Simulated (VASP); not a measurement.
# Ge (I4_1/amd) in VASP: a series of runs, part 2 of 2

VASP 6.6.1. Earlier steps stand in the parts before.

## 4. Single point, PBE

This run uses another cell than the first one, of 23.54 Å³/atom, 1.030 times its volume.

INCAR reads:

```
SYSTEM = Ge
ALGO = Normal ; EDIFF = 1E-6
ENCUT = 520 ; GGA = PE
ISIF = 2 ; ISMEAR = -1
LASPH = .TRUE. ; LCHARG = .TRUE.
LELF = .TRUE. ; LREAL = .FALSE.
LVHAR = .TRUE. ; LWAVE = .FALSE.
NBANDS = 21 ; NELM = 80
PREC = Accurate ; SIGMA = 0.05
```

KPOINTS reads:

```
k-points
0
G
  7 7 7
  0 0 0
```

POSCAR reads:

```
Ge
1.0
    0.0000000000      2.8289100000      2.9420664000
    2.8289100000      0.0000000000      2.9420664000
    2.8289100000      2.8289100000      0.0000000000
Ge
2
Direct
    0.7500000000      0.7500000000      0.7500000000
    0.5000000000      0.5000000000      0.5000000000
```

Potentials or basis: VASP PAW PBE potentials, release 64 (Ge_d).

Started as:

```sh
cat potpaw_PBE.64/Ge_d/POTCAR > POTCAR
mpirun -np 1 vasp_std > vasp.out
```

OUTCAR:

```text
SYSTEM = Ge
   EDIFF = 1E-6
   ENCUT = 520
   GGA = PE
   ISIF = 2
   ISMEAR = -1
   LASPH = .TRUE.
   LREAL = .FALSE.
   NELM = 80
   PREC = Accurate

 ion  position               nearest neighbor table
   1  0.750  0.750  0.750-   2 2.48   2 2.48   2 2.48   2 2.48
   2  0.500  0.500  0.500-   1 2.48   1 2.48   1 2.48   1 2.48

  LATTYP: Found a body centered tetragonal cell.
 ALAT       =     4.0006828887
 C/A-ratio  =     1.4707821049

  Lattice vectors:

 A1 = (  -2.8289100000,   0.0000000000,   2.9420664000)
 A2 = (   2.8289100000,   0.0000000000,   2.9420664000)
 A3 = (   0.0000000000,   2.8289100000,  -2.9420664000)

Analysis of symmetry for initial positions (statically):
=====================================================================
 Subroutine PRICEL returns:
 Original cell was already a primitive cell.

 Routine SETGRP: Setting up the symmetry group for a
 body centered tetragonal supercell.

 Subroutine GETGRP returns: Found 16 space group operations
 (whereof  8 operations were pure point group operations)
 out of a pool of 16 trial point group operations.

The static configuration has the point symmetry D_2d.
 The point group associated with its full space group is D_4h.

Analysis of symmetry for dynamics (positions and initial velocities):
=====================================================================
 Subroutine PRICEL returns:
 Original cell was already a primitive cell.

 Routine SETGRP: Setting up the symmetry group for a
 body centered tetragonal supercell.

 Subroutine GETGRP returns: Found 16 space group operations
 (whereof  8 operations were pure point group operations)
 out of a pool of 16 trial point group operations.

The dynamic configuration has the point symmetry D_2d.
 The point group associated with its full space group is D_4h.

 Subroutine INISYM returns: Found 16 space group operations
 (whereof  8 operations are pure point group operations),
 and found     1 'primitive' translations

[... 110 lines left out ...]
   EFERMI_NEDOS =   21; number of points for ismear=-14 and -15
   IALGO  =     38    algorithm
   IMIX   =      4    mixing-type and parameters
     AMIX     =   0.40;   BMIX     =  1.00
     AMIX_MAG =   1.60;   BMIX_MAG =  1.00
  volume/ion in A,a.u.               =      23.54       158.89
  Fermi-wavevector in a.u.,A,eV,Ry     =   1.376641  2.601474 25.784939  1.895140
  Thomas-Fermi vector in A             =   2.501867
   LORBIT       =      0    0 simple, 1 ext, 2 COOP (PROOUT), +10 PAW based schemes
   GGA     = PE    functional components
   LHFCALC =     F    Hartree Fock is set to
   AEXX    =    0.0000 exact exchange contribution
   IVDW    =     0    specifies the selected vdW correction
   LEPSILON=     F    determine dielectric tensor
   LRPA    =     F    only Hartree local field effects (RPA)
 non-spin polarized calculation
  energy-cutoff  :      520.00
  volume of cell :       47.09
 maximum number of plane-waves:      1291
   NGX = 15   NGY = 15   NGZ = 15

 number of electron      27.9999998 magnetization

 Free energy of the ion-electron system (eV)
  ---------------------------------------------------
  ext. energy  EPLUGINS =         0.00000000
  ---------------------------------------------------
  free energy    TOTEN  =        -9.00404077 eV

  energy without entropy =       -9.00290452  energy(sigma->0) =       -9.00347265

 E-fermi :   4.6040     XC(G=0):  -9.7386

 val. band max:        4.4174725264   @ k =   0.0000   0.0000   0.0000
 cond. band min:       4.7062389457   @ k =   0.4286   0.0000   0.0000
 fundamental gap:      0.2887664193
 Fermi energy:         4.6040469509

 k-point     1 :       0.0000    0.0000    0.0000
  band No.  band energies     occupation
      1     -20.1414      2.00000
      2     -20.1414      2.00000
      3     -20.1338      2.00000
      4     -20.1066      2.00000
      5     -20.1049      2.00000
      6     -19.9265      2.00000
[... 565 lines left out ...]
     20      14.5285      0.00000
     21      16.1618      0.00000

 [... further k-points ...]

------------------------ aborting loop because EDIFF is reached ----------------------------------------

  FORCE on cell =-STRESS in cart. coord.  units (eV):
  Direction    XX          YY          ZZ          XY          YZ          ZX
  --------------------------------------------------------------------------------------
  -------------------------------------------------------------------------------------
  Total        0.5284809      0.5284809     -0.2929823      0.0000000      0.0000000      0.0000000
  in kB       17.9812211     17.9812211     -9.9685322      0.0000000      0.0000000      0.0000000
  external PRESSURE =       8.6646367 kB  Pullay stress =       0.0000000 kB

 VOLUME and BASIS-vectors are now :
 -----------------------------------------------------------------------------
  energy-cutoff  :      520.00
  volume of cell :       47.09
      direct lattice vectors                 reciprocal lattice vectors
     0.000000000  2.828910000  2.942066400    -0.176746521  0.176746521  0.169948578
     2.828910000  0.000000000  2.942066400     0.176746521 -0.176746521  0.169948578
     2.828910000  2.828910000  0.000000000     0.176746521  0.176746521 -0.169948578

 POSITION                                       TOTAL-FORCE (eV/Angst)
 -----------------------------------------------------------------------------------
      4.24336      4.24336      4.41310         0.000000      0.000000      0.000000
      2.82891      2.82891      2.94207        -0.000000     -0.000000     -0.000000
 -----------------------------------------------------------------------------------
    total drift:                                0.000000     -0.000000     -0.000000

  FREE ENERGIE OF THE ION-ELECTRON SYSTEM (eV)
  ---------------------------------------------------
  free  energy   TOTEN  =        -9.0040407710 eV

  energy  without entropy=       -9.0029045210  energy(sigma->0) =       -9.00347265
```

OSZICAR:

```text
N       E                     dE             d eps       ncg     rms          rms(c)
DAV:   1     0.192172250738E+03    0.19217E+03   -0.14695E+04  1865   0.362E+03
DAV:   2     0.188775734894E+02   -0.17329E+03   -0.16819E+03  1685   0.608E+02
DAV:   3    -0.814027906004E+01   -0.27018E+02   -0.26833E+02  1920   0.143E+02
DAV:   4    -0.906514304699E+01   -0.92486E+00   -0.92433E+00  1915   0.312E+01
DAV:   5    -0.908059971281E+01   -0.15457E-01   -0.15456E-01  1930   0.449E+00    0.304E+00
DAV:   6    -0.902926436475E+01    0.51335E-01   -0.20672E-02  1953   0.149E+00    0.180E+00
DAV:   7    -0.900212809466E+01    0.27136E-01   -0.44134E-02  1855   0.194E+00    0.144E-01
DAV:   8    -0.900379077249E+01   -0.16627E-02   -0.57247E-03  1875   0.944E-01    0.437E-02
DAV:   9    -0.900401969300E+01   -0.22892E-03   -0.26820E-04  1905   0.176E-01    0.136E-02
DAV:  10    -0.900403840382E+01   -0.18711E-04   -0.35550E-05  1980   0.644E-02    0.599E-03
DAV:  11    -0.900404075100E+01   -0.23472E-05   -0.56823E-06  1668   0.334E-02    0.185E-03
DAV:  12    -0.900404077096E+01   -0.19965E-07   -0.22443E-07  1297   0.715E-03
   1 F= -.90040408E+01 E0= -.90034726E+01  d E =-.113625E-02
```

Run time: 18 s. Hardware: 1 thread of Intel Xeon 6975P-C (Granite Rapids), shared host; peak memory 0.18 GiB.

Results:

| Item | Value |
| --- | --- |
| Free energy | -9.0040 eV |
| Pressure | 0.9 GPa |
| Band gap on the k mesh | zero (band 14 reaches 4.73 eV, above the bottom of band 15 at 4.71 eV) |

Stress tensor (GPa, compression positive):
```
 1.80  0.00  0.00
 0.00  1.80  0.00
 0.00  0.00 -1.00
```

## 5. Summary

```csv
cell,gap on the mesh (eV),pressure (GPa)
"a = 4.021, b = 4.021, c = 4.001 Å, angles 60.2, 60.2, 59.7°, 2 atoms",none,2.9
"a = 4.041, b = 4.041, c = 4.001 Å, angles 60.3, 60.3, 59.3°, 2 atoms",none,2.2
"a = 4.081, b = 4.081, c = 4.001 Å, angles 60.7, 60.7, 58.7°, 2 atoms",none,0.9
```

Alike in all rows: task single point; level PBE; potentials or basis VASP PAW PBE potentials, release 64 (Ge_d); no spin polarisation; k mesh 7 × 7 × 7; cutoff (eV) 520; smearing fermi-dirac 0.05 eV.

Total energies depend on the potentials used, so only differences within one code and one set of settings carry meaning.
